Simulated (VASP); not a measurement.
# Si8O15 (a cell with a defect) in VASP: a series of runs

The runs below take Si8O15 (a cell with a defect) through single point, with PBE+D3(BJ).

The COD entry that gives the cell may itself be a prediction, so a difference from it is no test against experiment.

Everything below comes from runs of VASP 6.6.1. Logs are shortened: lines on timing, memory, paths and dates and some standing lists are left out, and cuts for length are marked.

## Step 1: The cell of the first run

The cell holds a defect, 23 atoms: a = 5.974 Å, b = 5.974 Å, c = 5.379 Å, α = 90.00°, β = 90.00°, γ = 90.00°.

## Step 2: Single point, PBE+D3(BJ)

The input, INCAR:

```
SYSTEM = Si8O15
PREC = Accurate ; ENCUT = 520
EDIFF = 1E-7 ; ISMEAR = -1
SIGMA = 0.05 ; LREAL = Auto
LASPH = .True. ; NELM = 100
ALGO = Normal ; ISIF = 2
LWAVE = .False. ; LCHARG = .False.
GGA = PE ; IVDW = 12
NBANDS = 78
```

The input, KPOINTS:

```
regular mesh
0
Gamma
  2 2 2
  0 0 0
```

The input, POSCAR:

```
Si8O15
1.0
   -4.2244000000     -4.2244000000      0.0000000000
    4.2244000000     -4.2244000000      0.0000000000
    0.0000000000      0.0000000000      5.3792000000
Si O
8 15
Direct
    0.4985207367      0.4997263517      0.0009133328
   -0.0008672237      0.4999371508      0.2487189545
    0.4980300161      0.4990990437      0.5009129610
   -0.0008674605      0.4999373876      0.7531064099
    0.0053102216     -0.0000815500      0.0009109161
    0.5108054398     -0.0012154389      0.2302658388
   -0.0465086166     -0.0000568128      0.5009127751
    0.5108344380     -0.0012150838      0.7715329417
    0.1936457248      0.5001621532      0.0009137046
    0.0044231133      0.1953555535      0.2444934191
    0.8048184358      0.5002203863      0.0009170509
    0.0045137771      0.8045694063      0.2446655637
    0.1926571821      0.4998383202      0.5009118456
    0.0044241786      0.1953462030      0.7573339902
    0.8050305369      0.4998619922      0.5009083135
    0.0045150791      0.8045794669      0.7571616597
    0.7011007480     -0.0003602879      0.0009209548
    0.5003838415      0.6931778477      0.2455807555
    0.3084780087     -0.0003185068      0.0008975312
    0.5005141559      0.3068629865      0.2449968397
    0.5003881025      0.6931778477      0.7562433076
    0.4258323075      0.0015803428      0.5008835886
    0.5005181801      0.3068629865      0.7568266657
```

Potentials or basis: VASP PAW PBE potentials, release 64 (Si, O).

Started as:

```sh
$ cat potpaw_PBE.64/Si/POTCAR potpaw_PBE.64/O/POTCAR > POTCAR
$ mpirun -np 1 vasp_std > vasp.out
```

OUTCAR:

```text
SYSTEM = Si8O15
   PREC = Accurate
   ENCUT = 520
   EDIFF = 1E-7
   ISMEAR = -1
   LREAL = Auto
   LASPH = .True.
   NELM = 100
   ISIF = 2
   GGA = PE
   IVDW = 12
 IVDW          = 12

 ion  position               nearest neighbor table
   1  0.499  0.500  0.001-  20 1.75  23 1.75  18 1.75  21 1.75   9 1.82  11 1.83   3 2.69   3 2.69

   2  0.999  0.500  0.249-  11 1.77   9 1.77  13 1.78  15 1.78  10 1.82  12 1.82   4 2.67   4 2.71

   3  0.498  0.499  0.501-  23 1.79  20 1.79  21 1.80  18 1.80  13 1.82  15 1.83   1 2.69   1 2.69
[... 11 lines left out ...]
   9  0.194  0.500  0.001-   2 1.77   4 1.77   1 1.82
  10  0.004  0.195  0.244-   5 1.76   2 1.82   7 1.83
  11  0.805  0.500  0.001-   2 1.77   4 1.77   1 1.83
  12  0.005  0.805  0.245-   5 1.76   2 1.82   7 1.83
  13  0.193  0.500  0.501-   2 1.78   4 1.78   3 1.82
  14  0.004  0.195  0.757-   5 1.75   4 1.82   7 1.83
  15  0.805  0.500  0.501-   2 1.78   4 1.78   3 1.83
  16  0.005  0.805  0.757-   5 1.76   4 1.82   7 1.83
  17  0.701  1.000  0.001-   6 1.68   8 1.68   5 1.82
  18  0.500  0.693  0.246-   1 1.75   3 1.80   6 1.83
  19  0.308  1.000  0.001-   6 1.73   8 1.73   5 1.81
  20  0.501  0.307  0.245-   1 1.75   3 1.79   6 1.84
  21  0.500  0.693  0.756-   1 1.75   3 1.80   8 1.83
  22  0.426  0.002  0.501-   6 1.54   8 1.54
  23  0.501  0.307  0.757-   1 1.75   3 1.79   8 1.84

  LATTYP: Found a simple tetragonal cell.
 ALAT       =     5.9742037729
 C/A-ratio  =     0.9004045065

  Lattice vectors:

 A1 = (  -4.2244000000,  -4.2244000000,   0.0000000000)
 A2 = (   4.2244000000,  -4.2244000000,   0.0000000000)
 A3 = (   0.0000000000,   0.0000000000,   5.3792000000)

Analysis of symmetry for initial positions (statically):
=====================================================================
 Subroutine PRICEL returns:
 Original cell was already a primitive cell.

 Routine SETGRP: Setting up the symmetry group for a
 simple tetragonal supercell.

 Subroutine GETGRP returns: Found  1 space group operations
 (whereof  1 operations were pure point group operations)
 out of a pool of 16 trial point group operations.

The static configuration has the point symmetry C_1 .

Analysis of symmetry for dynamics (positions and initial velocities):
=====================================================================
 Subroutine PRICEL returns:
 Original cell was already a primitive cell.

 Routine SETGRP: Setting up the symmetry group for a
[... 135 lines left out ...]
   IBRION =     -1    ionic relax: 0-MD 1-quasi-New 2-CG
   NFREE  =      0    steps in history (QN), initial steepest desc. (CG)
   ISIF   =      2    stress and relaxation
   ISYM   =      2    0-nonsym 1-usesym 2-fastsym
   POTIM  = 0.5000    time-step for ionic-motion
   TEBEG  =    0.0;   TEEND  =   0.0 temperature during run
   PSTRESS=    0.0 pullay stress
   NELECT =     122.0000    total number of electrons
   NUPDOWN=      -1.0000    fix difference up-down
   EMIN   =  10.00;   EMAX   =-10.00  energy-range for DOS
   EFERMI =   0.00;   METHOD = LEGACY
   ISMEAR =    -1;   SIGMA  =   0.05  broadening in eV -4-tet -1-fermi 0-gaus
   EFERMI_NEDOS =   21; number of points for ismear=-14 and -15
   IALGO  =     38    algorithm
   IMIX   =      4    mixing-type and parameters
     AMIX     =   0.40;   BMIX     =  1.00
     AMIX_MAG =   1.60;   BMIX_MAG =  1.00
  volume/ion in A,a.u.               =       8.35        56.33
  Fermi-wavevector in a.u.,A,eV,Ry     =   1.407458  2.659710 26.952308  1.980939
  Thomas-Fermi vector in A             =   2.529715
   LORBIT       =      0    0 simple, 1 ext, 2 COOP (PROOUT), +10 PAW based schemes
   GGA     = PE    functional components
   LHFCALC =     F    Hartree Fock is set to
   AEXX    =    0.0000 exact exchange contribution
   IVDW    =    12    specifies the selected vdW correction
   LEPSILON=     F    determine dielectric tensor
   LRPA    =     F    only Hartree local field effects (RPA)
 non-spin polarized calculation
  energy-cutoff  :      520.00
  volume of cell :      191.99
 maximum number of plane-waves:      5232
 NGX is ok and might be reduce to    48
   NGX = 23   NGY = 23   NGZ = 21

 number of electron     121.9999989 magnetization

 Free energy of the ion-electron system (eV)
  ---------------------------------------------------
  ext. energy  EPLUGINS =         0.00000000
  ---------------------------------------------------
  free energy    TOTEN  =      -171.56897541 eV

  energy without entropy =     -171.56897541  energy(sigma->0) =     -171.56897541

 E-fermi :  11.0002     XC(G=0): -11.8950

 val. band max:       10.0337767302   @ k =   0.5000   0.5000   0.5000
 cond. band min:      11.9506177894   @ k =   0.5000   0.0000   0.0000
 fundamental gap:      1.9168410592
 Fermi energy:        11.0001788231

 k-point     1 :       0.0000    0.0000    0.0000
  band No.  band energies     occupation
      1     -14.9266      2.00000
      2     -13.5958      2.00000
      3     -13.1738      2.00000
      4     -12.3259      2.00000
      5     -12.1258      2.00000
      6     -12.0433      2.00000
[... 597 lines left out ...]
     72      17.1900      0.00000
     73      17.2310      0.00000
 [bands above 73 left out]

------------------------ aborting loop because EDIFF is reached ----------------------------------------

 Edisp (eV)   -5.31491

 E8    (eV) :    -1.8416

  FORCE on cell =-STRESS in cart. coord.  units (eV):
  Direction    XX          YY          ZZ          XY          YZ          ZX
  --------------------------------------------------------------------------------------
  -------------------------------------------------------------------------------------
  Total       2.10147     2.06000    15.50721     3.24184    -0.01083    -0.00736
  in kB      17.53699    17.19095   129.40958    27.05358    -0.09039    -0.06141
  external pressure =       54.71 kB  Pullay stress =        0.00 kB

 VOLUME and BASIS-vectors are now :
 -----------------------------------------------------------------------------
  energy-cutoff  :      520.00
  volume of cell :      191.99
      direct lattice vectors                 reciprocal lattice vectors
    -4.224400000 -4.224400000  0.000000000    -0.118360004 -0.118360004  0.000000000
     4.224400000 -4.224400000  0.000000000     0.118360004 -0.118360004  0.000000000
     0.000000000  0.000000000  5.379200000     0.000000000  0.000000000  0.185901249

 POSITION                                       TOTAL-FORCE (eV/Angst)
 -----------------------------------------------------------------------------------
      0.00509     -4.21700      0.00491        -0.086986     -0.100595     -0.000268
     -2.10880     -6.33267      1.33791        -0.131041     -0.131582      0.133918
      0.00452     -4.21227      2.69451        -0.050944     -0.076356     -0.000176
     -2.10880     -6.33267      4.05111        -0.130346     -0.131431     -0.128791
      4.20162     -4.24649      0.00490        -0.476154     -0.476663     -0.000120
      2.06142     -6.37711      1.23865        -0.727677     -0.783644      0.688077
[... 15 lines left out ...]
     -1.79221     -1.80556      2.69435         3.886491      3.950794      0.007276
     -0.81808     -3.41070      4.07112        -0.195653     -0.221369     -0.073928
 -----------------------------------------------------------------------------------
    total drift:                               -0.007679      0.003521      0.015722

  FREE ENERGIE OF THE ION-ELECTRON SYSTEM (eV)
  ---------------------------------------------------
  free  energy   TOTEN  =      -176.8838863403 eV

  energy  without entropy=     -176.8838863364  energy(sigma->0) =     -176.88388634
```

OSZICAR:

```text
N       E                     dE             d eps       ncg     rms          rms(c)
DAV:   1     0.680024431918E+03    0.68002E+03   -0.68090E+04  1248   0.152E+03
DAV:   2    -0.149926390000E+03   -0.82995E+03   -0.81116E+03  1496   0.335E+02
DAV:   3    -0.189704454862E+03   -0.39778E+02   -0.39567E+02  1528   0.765E+01
DAV:   4    -0.190129238017E+03   -0.42478E+00   -0.42366E+00  1520   0.871E+00
DAV:   5    -0.190134419781E+03   -0.51818E-02   -0.51784E-02  1482   0.920E-01    0.347E+01
DAV:   6    -0.171458982558E+03    0.18675E+02   -0.72612E+01  1400   0.311E+01    0.160E+01
DAV:   7    -0.171523909914E+03   -0.64927E-01   -0.26718E+00  1504   0.593E+00    0.587E+00
DAV:   8    -0.171544629990E+03   -0.20720E-01   -0.12490E-01  1456   0.170E+00    0.246E+00
DAV:   9    -0.171567147409E+03   -0.22517E-01   -0.42683E-02  1488   0.109E+00    0.457E-01
DAV:  10    -0.171568733873E+03   -0.15865E-02   -0.58534E-03  1472   0.332E-01    0.287E-01
DAV:  11    -0.171568880864E+03   -0.14699E-03   -0.68136E-04  1456   0.133E-01    0.129E-01
DAV:  12    -0.171568970498E+03   -0.89634E-04   -0.23565E-04  1456   0.646E-02    0.174E-02
DAV:  13    -0.171568974343E+03   -0.38449E-05   -0.19382E-05  1472   0.227E-02    0.684E-03
DAV:  14    -0.171568975145E+03   -0.80209E-06   -0.42192E-06  1472   0.832E-03    0.315E-03
DAV:  15    -0.171568975425E+03   -0.27978E-06   -0.70338E-07  1480   0.438E-03    0.215E-03
DAV:  16    -0.171568975412E+03    0.12929E-07   -0.13057E-07   936   0.154E-03
   1 F= -.17688389E+03 E0= -.17688389E+03  d E =-.397659E-08
```

stdout:

```text
POSCAR found type information on POSCAR SiO
 POSCAR found :  2 types and      23 ions
 scaLAPACK will be used
 LDA part: xc-table for (Slater+PW92), standard interpolation
 POSCAR, INCAR and KPOINTS ok, starting setup
 FFT: planning ... GRIDC
 FFT: planning ... GRID_SOFT
 FFT: planning ... GRID
 WAVECAR not read
 entering main loop
```

Wall time 2.4 min (1 thread of AMD EPYC 9R45 (Zen 5), shared host); peak memory 0.28 GiB.

What came out:

```
Free energy                : -176.8839 eV
Pressure                   : 5.5 GPa
Largest force              : 5.542 eV/Å
Band gap on the k mesh     : 1.92 eV
Dispersion energy per atom : -0.231 eV
```

Forces on the atoms (eV/Å):
```
Si  -0.087 -0.101  0.000
Si  -0.131 -0.132  0.134
Si  -0.051 -0.076  0.000
Si  -0.130 -0.131 -0.129
Si  -0.476 -0.477  0.000
Si  -0.728 -0.784  0.688
Si   2.383  2.386  0.001
Si  -0.727 -0.783 -0.696
O   -0.048 -0.041 -0.001
O   -0.578 -0.256  0.527
O   -0.225 -0.224 -0.002
O   -0.261 -0.583  0.527
O   -0.113 -0.109  0.001
O   -0.578 -0.257 -0.525
O   -0.111 -0.110  0.000
O   -0.262 -0.582 -0.526
O   -0.455 -0.450  0.000
O   -0.230 -0.176  0.063
O   -0.454 -0.449 -0.002
O   -0.199 -0.221  0.073
O   -0.230 -0.174 -0.065
O    3.886  3.951  0.007
O   -0.196 -0.221 -0.074
```

Stress tensor (GPa, compression positive):
```
 1.75  2.71 -0.01
 2.71  1.72 -0.01
-0.01 -0.01 12.94
```

Caveat: the k points lie up to 0.58 Å⁻¹ apart.

## Step 3: Single point, PBE+D3(BJ)

The input, INCAR:

```
SYSTEM = Si8O15
ALGO = Normal
EDIFF = 1E-6
ENCUT = 520
GGA = PE
ISIF = 2
ISMEAR = -1
IVDW = 12
LASPH = .TRUE.
LCHARG = .FALSE.
LREAL = Auto
LWAVE = .FALSE.
NBANDS = 78
NELM = 100
PREC = Accurate
SIGMA = 0.05
```

The input, KPOINTS:

```
k-points
0
G
  2 2 2
  0 0 0
```

The input, POSCAR:

```
Si8O15
1.0
   -4.2244000000     -4.2244000000      0.0000000000
    4.2244000000     -4.2244000000      0.0000000000
    0.0000000000      0.0000000000      5.3792000000
Si O
8 15
Direct
    0.5008869899      0.4997923966      0.0004595479
    0.0003030016      0.5000018938      0.2482581053
    0.5013622053      0.4991630764      0.5004569453
    0.0003013446      0.5000023672      0.7526565289
   -0.0058508901     -0.0000176356      0.0004545286
    0.4885521021     -0.0011546018      0.2298087076
    0.0455817394      0.0000067465      0.5004493233
    0.4885777862     -0.0011530632      0.7711012790
    0.1946130811      0.5002851292      0.0004610351
   -0.0049546681      0.1954373402      0.2440007808
    0.8057728908      0.5002279614      0.0004599197
   -0.0050435565      0.8046167503      0.2441751562
    0.1943949437      0.4999256699      0.5004539709
   -0.0049597576      0.1954232554      0.7569119943
    0.8067719676      0.4999025897      0.5004547145
   -0.0050488827      0.8046315453      0.7567374331
    0.6909292444     -0.0002548291      0.0004571312
    0.4990070779      0.6932427090      0.2451251115
    0.2983011789     -0.0002979121      0.0004465348
    0.4988770003      0.3069269009      0.2445385931
    0.4990124041      0.6932454313      0.7557895226
    0.5735306789      0.0016466244      0.5004320345
    0.4988824448      0.3069240602      0.7563756692
```

Potentials or basis: VASP PAW PBE potentials, release 64 (Si, O).

Started as:

```sh
$ cat potpaw_PBE.64/Si/POTCAR potpaw_PBE.64/O/POTCAR > POTCAR
$ mpirun -np 1 vasp_std > vasp.out
```

Run time: 1.9 min. Hardware: 1 thread of AMD EPYC 9R45 (Zen 5), shared host; peak memory 0.28 GiB.

It converged, with:

| Property | Result |
| --- | --- |
| Free energy | -176.8742 eV |
| Pressure | 5.5 GPa |
| Largest force | 5.547 eV/Å |
| Band gap on the k mesh | 1.90 eV |
| Dispersion energy per atom | -0.231 eV |

Forces on the atoms (eV/Å):
```
Si   0.099  0.085 -0.001
Si   0.134  0.133  0.133
Si   0.076  0.051  0.000
Si   0.132  0.132 -0.129
Si   0.477  0.477  0.001
Si   0.786  0.730  0.690
Si  -2.402 -2.399 -0.001
Si   0.785  0.729 -0.698
O    0.225  0.224 -0.001
O    0.261  0.583  0.526
O    0.041  0.047 -0.002
O    0.587  0.268  0.527
O    0.111  0.110  0.000
O    0.262  0.581 -0.525
O    0.112  0.115  0.001
O    0.586  0.268 -0.526
O    0.446  0.452 -0.001
O    0.174  0.230  0.064
O    0.449  0.454 -0.001
O    0.221  0.195  0.073
O    0.173  0.230 -0.064
O   -3.954 -3.889  0.008
O    0.222  0.195 -0.074
```

Stress tensor (GPa, compression positive):
```
 1.73  2.68  0.00
 2.68  1.76  0.00
 0.00  0.00 12.99
```

Levels at points of the mesh, in eV from the valence-band top:
```tsv
k point	band 58	band 59	band 60	band 61	band 62	band 63	band 64	band 65
(0.00, 0.00, 0.00)	-3.88	-3.48	-2.88	-0.95	2.45	3.07	3.84	3.91
(0.50, 0.00, 0.00)	-3.69	-3.54	-3.25	-0.61	1.90	3.64	4.00	4.06
(0.00, 0.50, 0.00)	-4.26	-3.74	-3.40	-0.50	2.64	3.68	4.16	4.44
(0.50, 0.50, 0.00)	-4.04	-3.83	-3.72	-0.50	2.14	4.16	4.51	4.86
(0.00, 0.00, 0.50)	-3.82	-3.43	-3.33	-0.05	2.01	3.23	4.46	4.64
(0.50, 0.00, 0.50)	-3.48	-3.44	-3.41	-0.04	1.98	2.76	4.92	5.01
(0.00, 0.50, 0.50)	-3.76	-3.75	-3.54	-0.14	2.44	3.20	4.56	4.89
(0.50, 0.50, 0.50)	-3.95	-3.91	-3.84	0.00	2.31	2.71	5.51	5.81
```

Caveat: the k points lie up to 0.58 Å⁻¹ apart.

## Step 4: Single point, PBE+D3(BJ)

The input, INCAR:

```
SYSTEM = Si8O15
PREC     = Accurate       ! precision mode
ENCUT    = 520            ! plane-wave cutoff, eV
EDIFF    = 1E-6           ! SCF threshold, eV
ISMEAR   = -1             ! smearing method
SIGMA    = 0.05           ! smearing width, eV
LREAL    = Auto         
LASPH    = .True.         ! aspherical terms in the spheres
NELM     = 80             ! most SCF steps
ALGO     = Normal         ! electronic algorithm
ISIF     = 2              ! what is computed and relaxed
LWAVE    = .False.        ! write WAVECAR
LCHARG   = .True.         ! write CHGCAR
GGA      = PE             ! functional
IVDW     = 12             ! dispersion correction
LELF     = .True.         ! ELF
LVHAR    = .True.       
NBANDS   = 78             ! bands
```

The input, KPOINTS:

```
regular mesh
0
Gamma
  2 2 2
  0 0 0
```

The input, POSCAR:

```
Si8O15
1.0
   -4.2244000000     -4.2244000000      0.0000000000
    4.2244000000     -4.2244000000      0.0000000000
    0.0000000000      0.0000000000      5.3792000000
Si O
8 15
Direct
    0.4926616798      0.4999483950      0.0002281008
   -0.0028837231      0.5000052078      0.2506753792
    0.4987749740      0.4998004450      0.5002284726
   -0.0028838415      0.5000050895      0.7497793352
   -0.0099965676     -0.0000214232      0.0002267995
    0.4921219581     -0.0001931635      0.2490950327
    0.0700095872      0.0000055629      0.5002247546
    0.4921315453     -0.0001925717      0.7513656306
    0.1891498201      0.5001172948      0.0002273572
   -0.0000405975      0.1925129012      0.2524436719
    0.8025569312      0.5000318388      0.0002273572
   -0.0001364691      0.8075008285      0.2525265839
    0.1905310813      0.4999804706      0.5002281008
   -0.0000405975      0.1925124278      0.7480089976
    0.8027845374      0.4999159644      0.5002277290
   -0.0001364691      0.8075015387      0.7479258998
    0.6883491147     -0.0000970552      0.0002297739
    0.4926365874      0.6932977464      0.2498232079
    0.3003123520     -0.0001741076      0.0002258700
    0.4925191743      0.3066087492      0.2496728138
    0.4926381261      0.6932973913      0.7506335515
    0.6528699934      0.0002899820      0.5002241969
    0.4925208314      0.3066085125      0.7507837597
```

Started as:

```sh
$ cat potpaw_PBE.64/Si/POTCAR potpaw_PBE.64/O/POTCAR > POTCAR
$ mpirun -np 1 vasp_std > vasp.out
```

Wall time 1.9 min (1 thread of AMD EPYC 9R45 (Zen 5), shared host); peak memory 0.28 GiB.

The run converged. Its results:

```yaml
Free_energy: -179.1816 eV
Pressure: -3.7 GPa
Largest_force: 0.941 eV/Å
Band_gap_on_the_k_mesh: 2.85 eV
Dispersion_energy_per_atom: -0.231 eV
```

Forces on the atoms (eV/Å):
```
Si   0.087  0.085  0.000
Si   0.055  0.056  0.031
Si   0.045  0.034  0.000
Si   0.055  0.056 -0.031
Si   0.068  0.068  0.000
Si   0.012 -0.003  0.181
Si  -0.173 -0.173  0.000
Si   0.012 -0.003 -0.181
O    0.051  0.055  0.000
O   -0.029 -0.008  0.093
O    0.062  0.065  0.000
O   -0.009 -0.027  0.092
O    0.037  0.037  0.000
O   -0.029 -0.008 -0.093
O    0.067  0.068  0.000
O   -0.009 -0.027 -0.092
O    0.038  0.036  0.000
O    0.092  0.065  0.050
O    0.027  0.026  0.000
O    0.062  0.095  0.054
O    0.092  0.065 -0.050
O   -0.676 -0.654  0.000
O    0.062  0.095 -0.054
```

Stress tensor (GPa, compression positive):
```
-3.49  0.83  0.00
 0.83 -3.52  0.00
 0.00  0.00 -3.99
```

Levels at points of the mesh, in eV from the valence-band top:
```csv
k point,band 59,band 60,band 61,band 62,band 63,band 64
"(0.00, 0.00, 0.00)",-1.74,-1.01,-0.90,4.61,4.68,4.92
"(0.50, 0.00, 0.00)",-1.74,-1.48,-0.47,4.02,4.45,5.64
"(0.00, 0.50, 0.00)",-1.95,-1.86,-0.25,5.02,5.10,5.17
"(0.50, 0.50, 0.00)",-2.06,-1.75,-0.32,4.51,5.01,5.83
"(0.00, 0.00, 0.50)",-1.61,-1.54,-0.15,2.85,5.48,6.24
"(0.50, 0.00, 0.50)",-1.64,-1.49,-0.12,2.85,4.96,6.60
"(0.00, 0.50, 0.50)",-1.87,-1.78,-0.16,3.44,6.02,6.50
"(0.50, 0.50, 0.50)",-2.21,-2.01,0.00,3.33,5.10,6.58
```

Caveat: the k points lie up to 0.58 Å⁻¹ apart.
